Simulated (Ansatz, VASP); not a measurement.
## Ti3Al in VASP and in Ansatz

The input INCAR:

```
SYSTEM = Ti3Al
ALGO = Normal ; EDIFF = 1E-7
ENCUT = 520 ; ISIF = 2
ISMEAR = -1 ; LASPH = .True.
LCHARG = .False. ; LREAL = .False.
LWAVE = .False. ; NBANDS = 28
NELM = 100 ; PREC = Accurate
SIGMA = 0.05
```

File KPOINTS:

```
k-points
0
Gamma
  6 6 2
  0 0 0
```

Contents of POSCAR:

```
Ti3Al
1.0
    2.9275422229      0.0000000000      0.0000000000
   -1.4637711114      2.5353259357      0.0000000000
    0.0000000000      0.0000000000      9.2263620000
Ti Al
3 1
Direct
    0.3333333333      0.6666666667      0.2494060000
    0.3333333333      0.6666666667      0.7505940000
    0.6666666667      0.3333333333      0.0000000000
    0.6666666667      0.3333333333      0.5000000000
```

Contents of input.yaml:

```yaml
crystal:
  lattice:
    - [2.9275422229, 0.0, 0.0]
    - [-1.4637711114, 2.5353259357, 0.0]
    - [0.0, 0.0, 9.226362]
  atoms:
    - { symbol: Ti, position: [0.3333333333, 0.6666666667, 0.249406] }
    - { symbol: Ti, position: [0.3333333333, 0.6666666667, 0.750594] }
    - { symbol: Ti, position: [0.6666666667, 0.3333333333, 0.0] }
    - { symbol: Al, position: [0.6666666667, 0.3333333333, 0.5] }
hamiltonian:
  xc: lda
  pseudopotentials: { kind: paw }
kpoints:
  mp_grid: { grid: [6, 6, 2] }
scf:
  occupations: { method: fermi_dirac, width: 0.05 }
  n_extra_bands: 10
output:
  forces: true
  stress: true
  eigenvalues: true
  dos: { projected: true, de: 0.05, nscf_kmesh: { grid: [9, 9, 3] } }
```

Alike in both runs: functional LDA; k mesh 6 × 6 × 2; occupations fermi-dirac, width 0.05 eV; no spin polarisation.

```csv
,VASP,Ansatz
version,VASP 6.6.1,Ansatz 0.2.0
potentials or method,"VASP PAW LDA potentials, release 64 (Ti_sv, Al)",Ansatz PAW
plane-wave cutoff (eV),520,420
valence electrons in the cell,39,39
task,single point,projected density of states
```

|  | VASP | Ansatz | Ansatz less VASP |
| --- | --- | --- | --- |
| gap on the k mesh at the Fermi level (eV) | none | none | - |
| pressure (GPa) | -7.0 | -7.0 | 0.00 |
| traceless stress, the component that is largest in VASP (GPa) | 0.49 | 0.44 | -0.053 |
| rms of the force components (eV/Å) | 0.029 | 0.027 | -0.0021 |

LDA's correlation is that of Perdew and Zunger in VASP and of Perdew and Wang (1992) in Ansatz. Atom by atom the forces differ by 0.002 eV/Å (rms over components). A gap of «none» marks a metal or a gap that the smearing closes.

The k mesh is coarse, so the values compare programs but aren't converged.
